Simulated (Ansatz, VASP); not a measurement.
**Two plane-wave programs on Ga**

Contents of INCAR:

```
PREC = Accurate
ENCUT = 500
EDIFF = 1E-6
ISMEAR = -1
SIGMA = 0.1
LREAL = F
LASPH = T
NELM = 120
ALGO = Normal
ISIF = 2
LWAVE = F
LCHARG = T
GGA = PE
LELF = T
LVHAR = T
NBANDS = 20
GGA_COMPAT = F
```

The input KPOINTS:

```
regular mesh
0
Gamma
  13 13 8
```

File POSCAR:

```
Ga
1.0
    3.1506924302      0.0000000000      0.0000000000
   -1.5753462151      2.7285796840      0.0000000000
    0.0000000000      0.0000000000      4.9731674617
Ga
2
Direct
    0.3333333333      0.6666666667      0.2500000000
    0.6666666667      0.3333333333      0.7500000000
```

Input for Ansatz:

```yaml
crystal:
  lattice:
    - [3.1506924302, 0.0, 0.0]
    - [-1.5753462151, 2.728579684, 0.0]
    - [0.0, 0.0, 4.9731674617]
  atoms:
    - { symbol: Ga, position: [0.3333333333, 0.6666666667, 0.25] }
    - { symbol: Ga, position: [0.6666666667, 0.3333333333, 0.75] }
hamiltonian:
  xc: pbe
  pseudopotentials:
    kind: paw
    azcp:
      Ga: "pseudopotentials/Ga.paw.azcp"
basis:
  ecutwfc: 420
  fft_grid_basis: typed
kpoints:
  mp_grid: { grid: [13, 13, 8], shift: [0, 0, 0] }
magnetization:
  spin_polarized: false
scf:
  occupations: { method: fermi_dirac, width: 0.1 }
  lower_state_search: "off"
output:
  stress: true
```

Alike in both runs: task single point; functional PBE; k mesh 13 × 13 × 8; occupations fermi-dirac, width 0.1 eV; no spin polarisation.

|  | VASP | Ansatz |
| --- | --- | --- |
| version | VASP 6.6.1 | Ansatz 0.2.0 |
| potentials or method | VASP PAW PBE potentials, release 64 (Ga_d), cutoff 500 eV | plane waves (420 eV) with PAW, scalar-relativistic |
| valence electrons in the cell | 26 | 26 |

```tsv
	VASP	Ansatz	Ansatz less VASP
pressure (GPa)	-3.9	-4.0	-0.04
traceless stress, the component that is largest in VASP (GPa)	-0.14	-0.15	-0.005
```

The functional is the same, so the differences come from potentials, cutoffs and numerics.
